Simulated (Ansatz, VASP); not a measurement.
**Two plane-wave programs on ZnAu**

The input INCAR:

```
PREC     = Accurate       # precision mode
ENCUT    = 600            # plane-wave cutoff, eV
EDIFF    = 1E-6           # SCF threshold, eV
ISMEAR   = 0              # smearing method
SIGMA    = 0.1            # smearing width, eV
LREAL    = False          # projectors in reciprocal space
LASPH    = True           # aspherical terms in the spheres
NELM     = 100            # most SCF steps
ALGO     = Fast           # electronic algorithm
ISIF     = 3              # what is computed and relaxed
LWAVE    = False          # write WAVECAR
LCHARG   = False          # write CHGCAR
GGA      = PE             # functional
IVDW     = 12             # dispersion correction
IBRION   = 2              # ionic algorithm
NSW      = 70             # ionic steps
EDIFFG   = -0.005         # ionic threshold
```

The input KPOINTS:

```
Automatic mesh
0
Gamma
  14 14 14
```

POSCAR

```
ZnAu
1.0
    3.1866969189      0.0000000000      0.0000000000
    0.0000000000      3.1866969189      0.0000000000
    0.0000000000      0.0000000000      3.1866969189
Zn Au
1 1
Direct
    0.5000000000      0.5000000000      0.5000000000
    0.0000000000      0.0000000000      0.0000000000
```

Input for Ansatz:

```yaml
crystal:
  lattice:
    - [3.1866969189, 0.0, 0.0]
    - [0.0, 3.1866969189, 0.0]
    - [0.0, 0.0, 3.1866969189]
  atoms:
    - { symbol: Zn, position: [0.5, 0.5, 0.5] }
    - { symbol: Au, position: [0.0, 0.0, 0.0] }
basis:
  ecutwfc: 420
kpoints:
  mp_grid: { grid: [14, 14, 14] }
hamiltonian:
  xc: pbe
  dispersion: d3bj
scf:
  occupations: { method: gaussian, width: 0.1 }
output:
  forces: true
  stress: true
  eigenvalues: true
relax:
  adjacent_minimum: "off"
  f_tol: 0.005
  max_steps: 50
  cell: { stress_tol: 0.05 }
```

Alike in both runs: task relaxation of cell and atoms; functional PBE; dispersion D3(BJ); k mesh 14 × 14 × 14; occupations gaussian, width 0.1 eV; no spin polarisation.

|  | VASP | Ansatz |
| --- | --- | --- |
| version | VASP 6.6.1 | Ansatz 0.2.0 |
| potentials or method | VASP PAW PBE potentials, release 64 (Zn, Au), cutoff 600 eV | scalar-relativistic, plane waves, PAW |
| valence electrons in the cell | 23 | 31 |

|  | VASP | Ansatz | Ansatz less VASP |
| --- | --- | --- | --- |
| gap on the k mesh at the Fermi level, each at its own relaxed structure (eV) | none | none | - |
| relaxed volume (Å³/atom) | 15.48 | 15.47 | -0.012 |
| relaxed cell length with the largest relative difference (Å) | 3.140 | 3.139 | -0.0008 |

A gap of «none» marks a metal or a gap that the smearing closes. VASP's potentials hold 23 valence electrons a cell and Ansatz's 31, so a difference there can come from the potentials and not from the codes.

Spin-orbit coupling is off throughout.
